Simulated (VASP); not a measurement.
Wanted: the native input for a VASP 6.6.1 run.

```
Task                   : single point
Functional             : PBEsol
Potentials or basis    : VASP PAW PBE potentials, release 64 (Nb_sv, W_sv)
Cutoff                 : 520 eV
k mesh                 : 7 × 7 × 4
Occupations            : fermi-dirac, width 0.1 eV
Spin                   : no spin polarisation
Dipole correction      : no
Further INCAR settings : ALGO = Normal; EDIFF = 1e-06; NBANDS = 20
```

The structure of NbW lies in POSCAR:

```
NbW
1.0
    1.5896302712     -2.2752876639      0.0000000000
    1.5896302712      2.2752876639      0.0000000000
    0.0000000000      0.0000000000      4.5463601573
Nb W
1 1
Direct
    0.0000000000      0.0000000000      0.0000000000
    0.5000000000      0.5000000000      0.5000000000
```

One way to write it, as run:

INCAR

```
  ALGO = Normal
  EDIFF = 1E-6
  ENCUT = 520
  GGA = PS
  ISIF = 2
  ISMEAR = -1
  LASPH = True
  LCHARG = False
  LREAL = False
  LWAVE = False
  NBANDS = 20
  NELM = 80
  PREC = Accurate
  SIGMA = 0.1
```

KPOINTS

```
k-points
0
Gamma
  7 7 4
```

Potentials or basis: VASP PAW PBE potentials, release 64 (Nb_sv, W_sv).

Command:

```bash
$ cat potpaw_PBE.64/Nb_sv/POTCAR potpaw_PBE.64/W_sv/POTCAR > POTCAR
$ mpirun -np 1 vasp_std > vasp.out
```

Results of the run:

- Pressure: 0.1 GPa

Caveat: the PAW data sets were made with another functional, which shifts forces and pressure a little.

Wall time 45 s on 1 thread of Intel Xeon 8259CL, on a shared host, peak memory 0.17 GiB.
